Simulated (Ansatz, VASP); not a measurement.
## One calculation of Cd2Te, two programs

INCAR

```
  PREC = Accurate
  ENCUT = 600
  EDIFF = 1E-6
  ISMEAR = 0
  SIGMA = 0.1
  LREAL = False
  LASPH = True
  NELM = 100
  ALGO = Fast
  ISIF = 3
  LWAVE = False
  LCHARG = False
  GGA = PE
  IBRION = 2
  NSW = 80
  EDIFFG = -0.001
```

KPOINTS

```
Automatic mesh
0
Gamma
  12 12 8
```

File POSCAR:

```
Cd2Te
1.0
    4.3009979895      0.0000000000      0.0000000000
   -2.1504989947      3.7247735206      0.0000000000
    0.0000000000      0.0000000000      5.3391620397
Cd Te
2 1
Direct
    0.3333333333      0.6666666667      0.3262313735
    0.6666666667      0.3333333333      0.6737686265
    0.0000000000      0.0000000000      0.0000000000
```

Input for Ansatz:

```yaml
crystal:
  lattice:
    - [4.3009979895, 0.0, 0.0]
    - [-2.1504989947, 3.7247735206, 0.0]
    - [0.0, 0.0, 5.3391620397]
  atoms:
    - { symbol: Cd, position: [0.3333333333, 0.6666666667, 0.3262313735] }
    - { symbol: Cd, position: [0.6666666667, 0.3333333333, 0.6737686265] }
    - { symbol: Te, position: [0.0, 0.0, 0.0] }
basis:
  ecutwfc: 420
kpoints:
  mp_grid: { grid: [12, 12, 8] }
hamiltonian:
  xc: pbe
scf:
  occupations: { method: gaussian, width: 0.1 }
output:
  forces: true
  stress: true
  eigenvalues: true
  write_density: true
  write_potential: true
  elf: true
  volumetric_format: npy
relax:
  adjacent_minimum: "off"
  f_tol: 0.001
  max_steps: 60
  cell: { stress_tol: 0.01 }
```

Alike in both runs: task relaxation of cell and atoms; functional PBE; k mesh 12 × 12 × 8; occupations gaussian, width 0.1 eV; no spin polarisation.

|  | VASP | Ansatz |
| --- | --- | --- |
| version | VASP 6.6.1 | Ansatz 0.2.0 |
| potentials or method | VASP PAW PBE potentials, release 64 (Cd, Te), cutoff 600 eV | scalar-relativistic, plane waves, PAW |
| valence electrons in the cell | 30 | 56 |

|  | VASP | Ansatz | Ansatz less VASP |
| --- | --- | --- | --- |
| gap on the k mesh at the Fermi level, each at its own relaxed structure (eV) | none | none | - |
| relaxed volume (Å³/atom) | 28.58 | 28.51 | -0.074 |
| relaxed length of the cell vector where the two differ most in proportion (Å) | 4.305 | 4.301 | -0.0047 |

A gap of «none» marks a metal or a gap that the smearing closes. VASP's potentials hold 30 valence electrons a cell and Ansatz's 56, so a difference there can come from the potentials and not from the codes.

Neither program's run includes spin-orbit coupling.
